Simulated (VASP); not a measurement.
Here is a VASP 6.6.1 calculation.

The input INCAR:

```
PREC = Accurate
ENCUT = 520
EDIFF = 1E-6
ISMEAR = 0
SIGMA = 0.1
LREAL = F
LASPH = T
NELM = 100
ALGO = Normal
ISIF = 2
LWAVE = F
LCHARG = F
GGA = PE
NBANDS = 29
```

Contents of KPOINTS:

```
regular mesh
0
Gamma
  12 12 12
```

The input POSCAR:

```
Sc2BP3
1.0
    2.6879494593      1.5518883439      3.5106536305
   -2.6879494593      1.5518883439      3.5106536305
    0.0000000000     -3.1037766878      3.5106536305
Sc B P
2 1 3
Direct
    0.1362850649      0.1362850649      0.1362850649
    0.8637149351      0.8637149351      0.8637149351
    0.5000000000      0.5000000000      0.5000000000
    0.0000000000      0.5000000000      0.5000000000
    0.5000000000      0.0000000000      0.5000000000
    0.5000000000      0.5000000000      0.0000000000
```

Potentials or basis: VASP PAW PBE potentials, release 64 (Sc_sv, B, P).

Run with:

```sh
$ cat potpaw_PBE.64/Sc_sv/POTCAR potpaw_PBE.64/B/POTCAR potpaw_PBE.64/P/POTCAR > POTCAR
$ mpirun -np 1 vasp_std > vasp.out
```

What does it give for the largest force?

0.019 eV/Å.

Predict the pressure.

0.1 GPa.

Stress tensor (GPa, compression positive):
```
0.07 0.00 0.00
0.00 0.07 0.00
0.00 0.00 0.19
```
